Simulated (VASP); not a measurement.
The system is Ga2P3.

```
Ga P
1.0
     3.97953    0.00000    0.00000
    -1.98977    3.44638    0.00000
     0.00000    0.00000    6.19150
Ga P
2 3
Direct
  0.33333 0.66667 0.24500
  0.66667 0.33333 0.75500
  0.00000 0.00000 0.00000
  0.33333 0.66667 0.64500
  0.66667 0.33333 0.35500
```

* Program: VASP 6.6.1
* Task: relaxation of cell and atoms
* Functional: PBE
* Potentials or basis: VASP PAW PBE potentials, release 64 (Ga_d, P)
* Cutoff: 600 eV
* k mesh: 6 × 6 × 4
* Occupations: gaussian, width 0.1 eV
* Spin: no spin polarisation

At the start: pressure 8.3 GPa; volume 16.98 Å³/atom.

Question: How do energy, volume and symmetry change on relaxing?

Answer: Over 37 steps the energy falls by 340.4 meV/atom and the volume is 18.59 Å³/atom (+9.5 %); space group P-3m1 (No. 164, to 0.1 Å) before and after.

Step by step:
```
step  energy change (eV)  largest force (eV/Å)  pressure (GPa)  volume (Å³)
   1              0.0000                1.1461            8.33        84.92
   2             -0.2356                0.3430           -3.06        96.23
   3             -0.2561                0.4819           -0.97        93.44
   4             -0.3024                0.4370           -0.66        92.82
   5             -0.4496                0.3758            0.49        90.85
   6             -0.7169                0.7795            3.44        86.54
   7              0.5647                3.3096           19.56        76.70
   8             -0.7349                1.0179            4.27        85.47
   9             -0.7347                1.0962            4.72        85.03
  10             -0.7504                1.1171            4.56        85.08
  11             -0.7822                1.1591            4.14        85.21
  12             -0.7742                1.2399            3.50        85.39
  13             -0.7897                1.2193            3.79        85.30
  14             -0.8186                1.1857            3.19        85.73
  15             -0.8925                1.0907            1.53        87.01
  16             -0.9866                0.9204           -1.44        89.62
  17             -0.9845                0.6593           -6.08        94.99
  18             -1.0164                0.7728           -3.99        92.24
  19             -1.0845                0.7742           -3.66        91.41
  20             -1.2469                0.6660           -2.39        88.94
  21             -1.2631                1.2911            2.15        84.08
  22             -1.3221                0.8049           -0.48        86.50
  23             -1.4060                0.8101            0.29        85.25
  24             -1.4717                0.6608            2.08        83.10
  25             -1.5287                0.5485            0.24        85.20
  26             -1.5639                0.5392           -1.37        87.91
  27             -1.6071                0.4591           -0.91        88.24
  28             -1.6499                0.2692           -0.05        88.82
  29             -1.6594                0.4924            2.18        89.96
  30             -1.6703                0.2480            0.74        89.29
  31             -1.6715                0.3129            1.72        89.73
  32             -1.6741                0.2384            1.39        89.51
  33             -1.6894                0.1829            0.51        91.41
  34             -1.6908                0.1968           -0.08        92.81
  35             -1.6914                0.1889            0.09        92.33
  36             -1.6991                0.0888           -0.07        92.65
  37             -1.7018                0.0331           -0.23        92.96
```

Final structure:
```
CELL_PARAMETERS angstrom
3.59840 0.00000 0.00000
-1.79920 3.11631 0.00000
0.00000 0.00000 8.28939
ATOMIC_POSITIONS crystal
Ga 0.33333 0.66667 0.16845
Ga 0.66667 0.33333 0.83155
P 0.00000 0.00000 0.00000
P 0.33333 0.66667 0.57098
P 0.66667 0.33333 0.42902
```

Caveat: a cell axis changed by over 15 % at a fixed basis, so the end point is rough.
